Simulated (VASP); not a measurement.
Runs of VASP 6.6.1 on Sn. The structure is that of space group Fd-3m (No. 227), or close to it. The cells are those of the table. This isn't the form of Sn at room conditions, which is tetragonal (white tin).

| cell | gap on the mesh (eV) | pressure (GPa) |
| --- | --- | --- |
| a = 4.432 Å, angles 60.0°, 2 atoms | none | 7.1 |
| a = 4.671 Å, angles 60.0°, 2 atoms | none | (a) |
| a = 4.715 Å, angles 60.0°, 2 atoms | none | -2.2 |
| a = 4.482 Å, angles 60.0°, 2 atoms | none | 4.8 |

Alike in all rows: task single point; level PBEsol; potentials or basis VASP PAW PBE potentials, release 64 (Sn_d); no spin polarisation; k mesh 12 × 12 × 12; cutoff (eV) 520; smearing gaussian 0.1 eV.

**Question.** Fill in the values left out.

**Answer.** (a) -1.3.

Caveats: the PAW data sets were made with another functional, which shifts forces and pressure a little; spin-orbit coupling is left out, which moves the levels of the heavy elements; the cell stands under pressure (at least some runs).

A k mesh can miss the band edges, and the runs leave out spin-orbit coupling on Sn.

A gap of «none» marks levels without a gap at the run's occupations.
